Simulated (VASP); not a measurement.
The system is KCl.

```
K Cl
1.0
     0.00000    3.14485    3.08195
     3.14485    0.00000    3.08195
     3.14485    3.14485    0.00000
K Cl
1 1
Cartesian
  0.0000 0.0000 0.0000
  3.1448 3.1448 3.0820
```

This cell differs from its parent crystal: uniaxial z strain -2.0%.

Base run:

```yaml
Program: VASP 6.6.1
Functional: PBE
Potentials_or_basis: VASP PAW PBE potentials, release 64 (K_sv, Cl)
Cutoff: 520 eV
k_mesh: 8 × 8 × 8
Occupations: fermi-dirac, width 0.02 eV
Spin: no spin polarisation
```

Its results: band gap on the k mesh 5.25 eV; pressure 1.3 GPa.

The run is repeated on the same cell with these changes: functional from PBE to r2SCAN; occupations from fermi-dirac, width 0.02 eV to gaussian, width 0.01 eV. What comes out?

Band gap on the k mesh 5.89 eV; pressure 0.5 GPa.

Caveats: the PAW data sets were made with another functional, which shifts forces and pressure a little (at least some runs).

A k mesh can miss the band edges.
